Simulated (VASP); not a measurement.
Set up this calculation in VASP 6.6.1, as the native input.

| Item | Value |
| --- | --- |
| Task | single point |
| Functional | PBE |
| Potentials or basis | VASP PAW PBE potentials, release 64 (Mo_sv) |
| Cutoff | 520 eV |
| k mesh | 24 × 24 × 14 |
| Occupations | gaussian, width 0.15 eV |
| Spin | no spin polarisation |
| Dipole correction | no |
| Further INCAR settings | ALGO = Fast; EDIFF = 1e-07; NBANDS = 21 |

The structure of Mo lies in POSCAR:

```
Mo
1.0
   -1.5802194352      1.5802194352      1.5802194352
    1.5802194352     -1.5802194352      1.5802194352
    3.1604388703      3.1604388703      0.0000000000
Mo
2
Direct
    0.0711926442      0.0711926442      0.0000000000
    0.4288073558      0.4288073558      0.5000000000
```

This cell differs from its parent crystal: mode 4 (132.6 1/cm) frozen in, largest displacement +0.225 Å.

The input as run:

INCAR

```
SYSTEM = Mo
  PREC = Accurate
  ENCUT = 520
  EDIFF = 1E-7
  ISMEAR = 0
  SIGMA = 0.15
  LREAL = .FALSE.
  LASPH = .TRUE.
  NELM = 100
  ALGO = Fast
  ISIF = 2
  LWAVE = .FALSE.
  LCHARG = .FALSE.
  GGA = PE
  NBANDS = 21
```

KPOINTS

```
regular mesh
0
G
  24 24 14
  0 0 0
```

Potentials or basis: VASP PAW PBE potentials, release 64 (Mo_sv).

Launch:

```sh
$ cat potpaw_PBE.64/Mo_sv/POTCAR > POTCAR
$ mpirun -np 1 vasp_std > vasp.out
```

Results of the run:

```yaml
Pressure: 7.7 GPa
Largest_force: 2.187 eV/Å
Band_gap_on_the_k_mesh: zero (band 14 reaches 14.13 eV, above the bottom of band 15 at 11.54 eV)
```

Caveat: the cell differs from its parent crystal (mode 4 (132.6 1/cm) frozen in, largest displacement +0.225 Å); forces of over 1 eV/Å act on the atoms, so gaps and moduli don't describe the material at rest.

Run time: 7.3 min on 1 thread of Intel Xeon 6975P-C, on a shared host, peak memory 0.69 GiB.
